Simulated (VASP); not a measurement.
# Sb (Fm-3m) in VASP: a series of runs

The runs below take Sb through electric field gradients, with PBEsol.

Program: VASP 6.6.1. These are calculated values, not measurements. Logs are shortened: lines on timing, memory, paths and dates and some standing lists are left out, and cuts for length are marked.

## Step 1: The cell of the first run

It takes space group Fm-3m (No. 225, cubic). The conventional cell has a = 4.532 Å, b = 4.532 Å, c = 4.532 Å, α = 90.00°, β = 90.00°, γ = 90.00°. Within 4.2 Å of Sb (site symmetry m-3m) lie 12 Sb at 3.20 Å.

## Step 2: Electric field gradients, PBEsol (volume scaled by 0.95)

File INCAR:

```
ALGO     = Normal         # electronic algorithm
EDIFF    = 1E-8           # SCF threshold, eV
ENCUT    = 520            # plane-wave cutoff, eV
GGA      = PS             # functional
ISIF     = 2              # what is computed and relaxed
ISMEAR   = -1             # smearing method
LASPH    = True           # aspherical terms in the spheres
LCHARG   = False          # write CHGCAR
LEFG     = True         
LREAL    = False          # projectors in reciprocal space
LWAVE    = False          # write WAVECAR
NBANDS   = 8              # bands
NELM     = 80             # most SCF steps
PREC     = Accurate       # precision mode
SIGMA    = 0.05           # smearing width, eV
```

File KPOINTS:

```
k-points
0
Gamma
  12 12 12
```

File POSCAR:

```
Sb
1.0
    0.0000000000      2.2659246546      2.2659246546
    2.2659246546      0.0000000000      2.2659246546
    2.2659246546      2.2659246546      0.0000000000
Sb
1
Direct
    0.0000000000      0.0000000000      0.0000000000
```

Potentials or basis: VASP PAW PBE potentials, release 64 (Sb).

Run with:

```
$ cat potpaw_PBE.64/Sb/POTCAR > POTCAR
$ mpirun -np 1 vasp_std > vasp.out
```

OUTCAR:

```text
EDIFF = 1E-8
   ENCUT = 520
   GGA = PS
   ISIF = 2
   ISMEAR = -1
   LASPH = True
   LREAL = False
   NELM = 80
   PREC = Accurate

 ion  position               nearest neighbor table
   1  0.000  0.000  0.000-

  LATTYP: Found a face centered cubic cell.
 ALAT       =     4.5318493092

  Lattice vectors:

 A1 = (   0.0000000000,   2.2659246546,   2.2659246546)
 A2 = (   2.2659246546,   0.0000000000,   2.2659246546)
 A3 = (   2.2659246546,   2.2659246546,   0.0000000000)

Analysis of symmetry for initial positions (statically):
=====================================================================
 Subroutine PRICEL returns:
 Original cell was already a primitive cell.

 Routine SETGRP: Setting up the symmetry group for a
 face centered cubic supercell.

 Subroutine GETGRP returns: Found 48 space group operations
 (whereof 48 operations were pure point group operations)
 out of a pool of 48 trial point group operations.

The static configuration has the point symmetry O_h .

Analysis of symmetry for dynamics (positions and initial velocities):
=====================================================================
 Subroutine PRICEL returns:
 Original cell was already a primitive cell.

 Routine SETGRP: Setting up the symmetry group for a
 face centered cubic supercell.

 Subroutine GETGRP returns: Found 48 space group operations
 (whereof 48 operations were pure point group operations)
 out of a pool of 48 trial point group operations.

The dynamic configuration has the point symmetry O_h .

 Subroutine INISYM returns: Found 48 space group operations
 (whereof 48 operations are pure point group operations),
 and found     1 'primitive' translations

----------------------------------------------------------------------------------------

                                     Primitive cell

  volume of cell :      23.2684

  direct lattice vectors                    reciprocal lattice vectors
     0.000000000  2.265924655  2.265924655    -0.220660470  0.220660470  0.220660470
     2.265924655  0.000000000  2.265924655     0.220660470 -0.220660470  0.220660470
     2.265924655  2.265924655  0.000000000     0.220660470  0.220660470 -0.220660470

  length of vectors
     3.204501378  3.204501378  3.204501378     0.382195146  0.382195146  0.382195146

  position of ions in fractional coordinates (direct lattice)
     0.000000000  0.000000000  0.000000000

  ion indices of the primitive-cell ions
   primitive index   ion index
                 1           1

----------------------------------------------------------------------------------------

 KPOINTS: k-points

Automatic generation of k-mesh.
 Grid dimensions read from file:
 generate k-points for:   12   12   12

 Generating k-lattice:

  Cartesian coordinates                     Fractional coordinates (reciprocal lattice)
    -0.018388373  0.018388373  0.018388373     0.083333333  0.000000000  0.000000000
     0.018388373 -0.018388373  0.018388373     0.000000000  0.083333333  0.000000000
     0.018388373  0.018388373 -0.018388373     0.000000000  0.000000000  0.083333333

  Length of vectors
     0.031849595  0.031849595  0.031849595

  Shift w.r.t. Gamma in fractional coordinates (k-lattice)
     0.000000000  0.000000000  0.000000000

 Subroutine IBZKPT returns following result:
 ===========================================

 Found     72 irreducible k-points:

 Following reciprocal coordinates:
            Coordinates               Weight
  0.000000  0.000000  0.000000      1.000000
  0.083333  0.000000  0.000000      8.000000
  0.166667  0.000000  0.000000      8.000000
  0.250000  0.000000  0.000000      8.000000
  0.333333  0.000000  0.000000      8.000000
  0.416667  0.000000  0.000000      8.000000
[... 16 lines left out ...]
  0.500000  0.166667  0.000000     24.000000
 -0.416667  0.166667  0.000000     24.000000
 [... further k-points ...]
   k-points           NKPTS =     72   k-points in BZ     NKDIM =     72   number of bands    NBANDS=      8
   number of dos      NEDOS =    301   number of ions     NIONS =      1
   total plane-waves  NPLWV =  13824
   dimension x,y,z NGX =    24 NGY =   24 NGZ =   24
   dimension x,y,z NGXF=    48 NGYF=   48 NGZF=   48
   ions per type =               1
   NGX,Y,Z   is equivalent  to a cutoff of  12.45, 12.45, 12.45 a.u.
   NGXF,Y,Z  is equivalent  to a cutoff of  24.90, 24.90, 24.90 a.u.
 SYSTEM =  unknown system
   PREC   = accura    normal or accurate (medium, high low for compatibility)
   ISTART =      0    job   : 0-new  1-cont  2-samecut
   ICHARG =      2    charge: 1-file 2-atom 10-const
   ISPIN  =      1    spin polarized calculation?
   LNONCOLLINEAR =      F non collinear calculations
   LSORBIT =      F    spin-orbit coupling
   LASPH  =      T    aspherical Exc in radial PAW
   ENCUT  =  520.0 eV  38.22 Ry    6.18 a.u.   5.96  5.96  5.96*2*pi/ulx,y,z
   NELM   =     80;   NELMIN=  2; NELMDL= -5     # of ELM steps
   EDIFF  = 0.1E-07   stopping-criterion for ELM
   LREAL  =      F    real-space projection
   EDIFFG = 0.1E-06   stopping-criterion for IOM
   NSW    =      0    number of steps for IOM
   IBRION =     -1    ionic relax: 0-MD 1-quasi-New 2-CG
   NFREE  =      0    steps in history (QN), initial steepest desc. (CG)
   ISIF   =      2    stress and relaxation
   ISYM   =      2    0-nonsym 1-usesym 2-fastsym
   POTIM  = 0.5000    time-step for ionic-motion
   TEBEG  =    0.0;   TEEND  =   0.0 temperature during run
   PSTRESS=    0.0 pullay stress
   NELECT =       5.0000    total number of electrons
   NUPDOWN=      -1.0000    fix difference up-down
   EMIN   =  10.00;   EMAX   =-10.00  energy-range for DOS
   EFERMI =   0.00;   METHOD = LEGACY
   ISMEAR =    -1;   SIGMA  =   0.05  broadening in eV -4-tet -1-fermi 0-gaus
   EFERMI_NEDOS =   21; number of points for ismear=-14 and -15
   IALGO  =     38    algorithm
   IMIX   =      4    mixing-type and parameters
     AMIX     =   0.40;   BMIX     =  1.00
     AMIX_MAG =   1.60;   BMIX_MAG =  1.00
  volume/ion in A,a.u.               =      23.27       157.02
  Fermi-wavevector in a.u.,A,eV,Ry     =   0.980564  1.852998 13.082086  0.961506
  Thomas-Fermi vector in A             =   2.111504
   LORBIT       =      0    0 simple, 1 ext, 2 COOP (PROOUT), +10 PAW based schemes
   GGA     = PS    functional components
   LHFCALC =     F    Hartree Fock is set to
   AEXX    =    0.0000 exact exchange contribution
   IVDW    =     0    specifies the selected vdW correction
   LEPSILON=     F    determine dielectric tensor
   LRPA    =     F    only Hartree local field effects (RPA)
 non-spin polarized calculation
  energy-cutoff  :      520.00
  volume of cell :       23.27
 maximum number of plane-waves:       642
   NGX = 11   NGY = 11   NGZ = 11

 number of electron       5.0000000 magnetization

 Free energy of the ion-electron system (eV)
  ---------------------------------------------------
  ext. energy  EPLUGINS =         0.00000000
  ---------------------------------------------------
  free energy    TOTEN  =        -4.21204938 eV

  energy without entropy =       -4.20726411  energy(sigma->0) =       -4.20965675

 E-fermi :  10.4783     XC(G=0): -10.9772

 val. band max:       10.4580186949   @ k =   0.4167   0.3333   0.0000
 cond. band min:      10.5015242566   @ k =  -0.3333   0.3333   0.1667
 fundamental gap:      0.0435055617
 Fermi energy:        10.4782743103

 k-point     1 :       0.0000    0.0000    0.0000
  band No.  band energies     occupation
      1      -3.7728      2.00000
      2      16.8643      0.00000
      3      16.8643      0.00000
      4      16.8643      0.00000
      5      20.6190      0.00000
      6      20.9071      0.00000
      7      20.9071      0.00000
      8      20.9071      0.00000

 k-point     2 :       0.0833    0.0000    0.0000
  band No.  band energies     occupation
      1      -3.6153      2.00000
      2      15.2994      0.00000
      3      16.6200      0.00000
      4      16.6200      0.00000
      5      19.7307      0.00000
      6      21.2865      0.00000
      7      21.2865      0.00000
      8      22.8889      0.00000

 k-point     3 :       0.1667    0.0000    0.0000
  band No.  band energies     occupation
      1      -3.1437      2.00000
      2      12.4806      0.00000
      3      16.0982      0.00000
      4      16.0982      0.00000
      5      19.3696      0.00000
      6      21.9213      0.00000
      7      21.9213      0.00000
      8      23.4391      0.00000
[... 210 lines left out ...]
 k-point    23 :       0.5000    0.1667    0.0000
  band No.  band energies     occupation
      1       0.9241      2.00000
      2       4.7263      2.00000
      3      11.5999      0.00000
      4      13.2684      0.00000
      5      16.9818      0.00000
      6      22.1828      0.00000
      7      22.4437      0.00000
      8      24.5423      0.00000

 k-point    24 :      -0.4167    0.1667    0.0000
  band No.  band energies     occupation
      1       1.2290      2.00000
      2       4.3282      2.00000
      3      11.0580      0.00002
      4      13.7525      0.00000
      5      17.3408      0.00000
      6      21.7084      0.00000
      7      22.1647      0.00000
      8      25.1323      0.00000

 [... further k-points ...]
[... 5 lines left out ...]
  --------------------------------------------------------------------------------------
  -------------------------------------------------------------------------------------
  Total        1.4997600      1.4997600      1.4997600      0.0000000      0.0000000      0.0000000
  in kB      103.2680477    103.2680477    103.2680477      0.0000000      0.0000000      0.0000000
  external PRESSURE =     103.2680477 kB  Pullay stress =       0.0000000 kB

 VOLUME and BASIS-vectors are now :
 -----------------------------------------------------------------------------
  energy-cutoff  :      520.00
  volume of cell :       23.27
      direct lattice vectors                 reciprocal lattice vectors
     0.000000000  2.265924655  2.265924655    -0.220660470  0.220660470  0.220660470
     2.265924655  0.000000000  2.265924655     0.220660470 -0.220660470  0.220660470
     2.265924655  2.265924655  0.000000000     0.220660470  0.220660470 -0.220660470

 POSITION                                       TOTAL-FORCE (eV/Angst)
 -----------------------------------------------------------------------------------
      0.00000      0.00000      0.00000         0.000000      0.000000      0.000000
 -----------------------------------------------------------------------------------
    total drift:                                0.000000     -0.000000     -0.000000

  FREE ENERGIE OF THE ION-ELECTRON SYSTEM (eV)
  ---------------------------------------------------
  free  energy   TOTEN  =        -4.2120493818 eV

  energy  without entropy=       -4.2072641120  energy(sigma->0) =       -4.20965675

 Electric field gradients (V/A^2)
---------------------------------------------------------------------
 ion       V_xx      V_yy      V_zz      V_xy      V_xz      V_yz
---------------------------------------------------------------------
   1       0.000     0.000     0.000     0.000     0.000     0.000
---------------------------------------------------------------------

 Electric field gradients after diagonalization (V/A^2)
 (convention: |V_zz| > |V_xx| > |V_yy|)
----------------------------------------------------------------------
 ion       V_xx      V_yy      V_zz     asymmetry (V_yy - V_xx)/ V_zz
----------------------------------------------------------------------
   1      -0.000    -0.000     0.000       0.000
----------------------------------------------------------------------

           NMR quadrupolar parameters

 Cq : quadrupolar parameter    Cq=e*Q*V_zz/h
 eta: asymmetry parameters     (V_yy - V_xx)/ V_zz
 Q  : nuclear electric quadrupole moment in mb (millibarn)
----------------------------------------------------------------------
 ion       Cq(MHz)       eta       Q (mb)
----------------------------------------------------------------------
   1       0.000       0.000       1.000
----------------------------------------------------------------------
```

Run time: 25 s. Hardware: 1 thread of AMD EPYC 7R13, shared host; peak memory 0.11 GiB.

Results:

- Free energy: -4.2120 eV
- Pressure: 10.3 GPa

Caveat: without QUAD_EFG the Cq values of the log hold for a quadrupole moment of 1 mb, not for the nuclei; the PAW data sets were made with another functional, which shifts forces and pressure a little; spin-orbit coupling is left out, which moves the levels of the heavy elements.

## Step 3: Electric field gradients, PBEsol (volume scaled by 0.95)

File INCAR:

```
SYSTEM = Sb
PREC = Accurate
ENCUT = 520
EDIFF = 1E-8
ISMEAR = -1
SIGMA = 0.05
LREAL = .FALSE.
LASPH = .TRUE.
NELM = 80
ALGO = Normal
ISIF = 2
LWAVE = .FALSE.
LCHARG = .FALSE.
GGA = PS
LEFG = .TRUE.
NBANDS = 8
```

File KPOINTS:

```
Automatic mesh
0
G
  12 12 12
  0 0 0
```

POSCAR is that of step 2.

Potentials or basis: VASP PAW PBE potentials, release 64 (Sb).

Run with:

```
$ cat potpaw_PBE.64/Sb/POTCAR > POTCAR
$ mpirun -np 1 vasp_std > vasp.out
```

OUTCAR:

```text
SYSTEM = Sb
   PREC = Accurate
   ENCUT = 520
   EDIFF = 1E-8
   ISMEAR = -1
   LREAL = .FALSE.
   LASPH = .TRUE.
   NELM = 80
   ISIF = 2
   GGA = PS

 ion  position               nearest neighbor table
   1  0.000  0.000  0.000-

  LATTYP: Found a face centered cubic cell.
 ALAT       =     4.5318493092

  Lattice vectors:

 A1 = (   0.0000000000,   2.2659246546,   2.2659246546)
 A2 = (   2.2659246546,   0.0000000000,   2.2659246546)
 A3 = (   2.2659246546,   2.2659246546,   0.0000000000)

[... 467 lines left out ...]
    total drift:                                0.000000     -0.000000     -0.000000

  FREE ENERGIE OF THE ION-ELECTRON SYSTEM (eV)
  ---------------------------------------------------
  free  energy   TOTEN  =        -4.2120493818 eV

  energy  without entropy=       -4.2072641120  energy(sigma->0) =       -4.20965675

 Electric field gradients (V/A^2)
---------------------------------------------------------------------
 ion       V_xx      V_yy      V_zz      V_xy      V_xz      V_yz
---------------------------------------------------------------------
   1       0.000     0.000     0.000     0.000     0.000     0.000
---------------------------------------------------------------------

 Electric field gradients after diagonalization (V/A^2)
 (convention: |V_zz| > |V_xx| > |V_yy|)
----------------------------------------------------------------------
 ion       V_xx      V_yy      V_zz     asymmetry (V_yy - V_xx)/ V_zz
----------------------------------------------------------------------
   1      -0.000    -0.000     0.000       0.000
----------------------------------------------------------------------

           NMR quadrupolar parameters

 Cq : quadrupolar parameter    Cq=e*Q*V_zz/h
 eta: asymmetry parameters     (V_yy - V_xx)/ V_zz
 Q  : nuclear electric quadrupole moment in mb (millibarn)
----------------------------------------------------------------------
 ion       Cq(MHz)       eta       Q (mb)
----------------------------------------------------------------------
   1       0.000       0.000       1.000
----------------------------------------------------------------------
```

OSZICAR:

```text
N       E                     dE             d eps       ncg     rms          rms(c)
DAV:   1     0.489829979572E+01    0.48983E+01   -0.18273E+03  1152   0.426E+02
DAV:   2    -0.411944428349E+01   -0.90177E+01   -0.87171E+01  1600   0.555E+01
DAV:   3    -0.421976443921E+01   -0.10032E+00   -0.10018E+00  1384   0.631E+00
DAV:   4    -0.422006796275E+01   -0.30352E-03   -0.30352E-03  1896   0.418E-01
DAV:   5    -0.422006833364E+01   -0.37089E-06   -0.37043E-06  1384   0.903E-03    0.217E+00
DAV:   6    -0.421506758721E+01    0.50007E-02   -0.10599E-03  1488   0.156E-01    0.127E+00
DAV:   7    -0.421205764581E+01    0.30099E-02   -0.23595E-03  1336   0.231E-01    0.302E-02
DAV:   8    -0.421205003545E+01    0.76104E-05   -0.24148E-05  1664   0.401E-02    0.760E-03
DAV:   9    -0.421204956410E+01    0.47135E-06   -0.40012E-07  1592   0.420E-03    0.136E-03
DAV:  10    -0.421204951452E+01    0.49579E-07   -0.28608E-08  1576   0.963E-04    0.153E-03
DAV:  11    -0.421204938230E+01    0.13222E-06   -0.45522E-10  1144   0.188E-04    0.931E-05
DAV:  12    -0.421204938178E+01    0.52455E-09   -0.50952E-11   888   0.463E-05
   1 F= -.42120494E+01 E0= -.42096567E+01  d E =-.478527E-02
```

stdout:

```text
POSCAR found type information on POSCAR Sb
 POSCAR found :  1 types and       1 ions
 scaLAPACK will be used
 -----------------------------------------------------------------------------
|                                                                             |
|                                                                             |
|     You enforced a specific xc type in the INCAR file but a different       |
|     I HOPE YOU KNOW WHAT YOU ARE DOING!                                     |
|                                                                             |
 -----------------------------------------------------------------------------

 LDA part: xc-table for (Slater+PW92), standard interpolation
 POSCAR, INCAR and KPOINTS ok, starting setup
 FFT: planning ... GRIDC
 FFT: planning ... GRID_SOFT
 FFT: planning ... GRID
 WAVECAR not read
 entering main loop
ion   1
```

Run time: 26 s. Hardware: 1 thread of AMD EPYC 7R13, shared host; peak memory 0.11 GiB.

Results:

* Free energy: -4.2120 eV
* Pressure: 10.3 GPa

Levels at points of the mesh, in eV from the Fermi level:
| k point | band 1 | band 2 | band 3 | band 4 | band 5 | band 6 |
| --- | --- | --- | --- | --- | --- | --- |
| (0.00, 0.00, 0.00) | -14.25 | 6.39 | 6.39 | 6.39 | 10.14 | 10.43 |
| (0.50, 0.00, 0.00) | -9.63 | -6.90 | 4.30 | 4.30 | 9.14 | 9.45 |
| (0.50, 0.50, 0.00) | -7.55 | -5.84 | 0.33 | 0.33 | 4.24 | 4.50 |

Caveat: without QUAD_EFG the Cq values of the log hold for a quadrupole moment of 1 mb, not for the nuclei; the PAW data sets were made with another functional, which shifts forces and pressure a little; spin-orbit coupling is left out, which moves the levels of the heavy elements.

(Continued in part 2 of 2.)
